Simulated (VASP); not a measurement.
Os: relaxation of cell and atoms with LDA

Crystal: Os.

```
Os
1.0
     0.00000    1.94500    1.94500
     1.94500    0.00000    1.94500
     1.94500    1.94500    0.00000
Os
1
Cartesian
  0.0000 0.0000 0.0000
```

This isn't the form of Os at room conditions, which is hcp.

```json
{
  "Program": "VASP 6.6.1",
  "Task": "relaxation of cell and atoms",
  "Functional": "LDA",
  "Potentials or basis": "VASP PAW LDA potentials, release 64 (Os)",
  "Cutoff": "600 eV",
  "k mesh": "9 × 9 × 9",
  "Occupations": "methfessel-paxton, width 0.05 eV",
  "Spin": "no spin polarisation",
  "Dipole correction": "no",
  "Further INCAR settings": "ALGO = Normal; EDIFF = 1e-07; IBRION = 2; EDIFFG = -0.01; NSW = 50; ISIF = 3"
}
```

```
Relaxed volume                        : 13.78 Å³/atom
Relaxed cell                          : a = 2.691 Å, b = 2.691 Å, c = 2.691 Å, α = 60.00°, β = 60.00°, γ = 60.00°
Space group after relaxing (to 0.1 Å) : Fm-3m (No. 225)
Pressure after relaxing               : 0.0 GPa
Band gap on the k mesh                : zero (bands 4 and 5 overlap by 3.68 eV)
```

Final structure:
```cif
data_structure
_symmetry_space_group_name_H-M 'P 1'
_symmetry_Int_Tables_number 1
_cell_length_a 2.6907
_cell_length_b 2.6907
_cell_length_c 2.6907
_cell_angle_alpha 60.000
_cell_angle_beta 60.000
_cell_angle_gamma 60.000
_cell_volume 13.78
loop_
_atom_site_label
_atom_site_type_symbol
_atom_site_fract_x
_atom_site_fract_y
_atom_site_fract_z
_atom_site_occupancy
Os1 Os 0.00000 0.00000 0.00000 1
```

Levels at points of the mesh, in eV from the Fermi level:
```csv
k point,band 2,band 3,band 4,band 5,band 6,band 7
"(0.00, 0.00, 0.00)",-3.23,-3.23,-3.23,-0.08,-0.08,14.17
```

It took 38 s on 1 thread of Intel Xeon 8259CL, on a shared host, peak memory 0.15 GiB.

Caveat: spin-orbit coupling is left out, which moves the levels of the heavy elements. LDA usually gives volumes a few per cent too small.
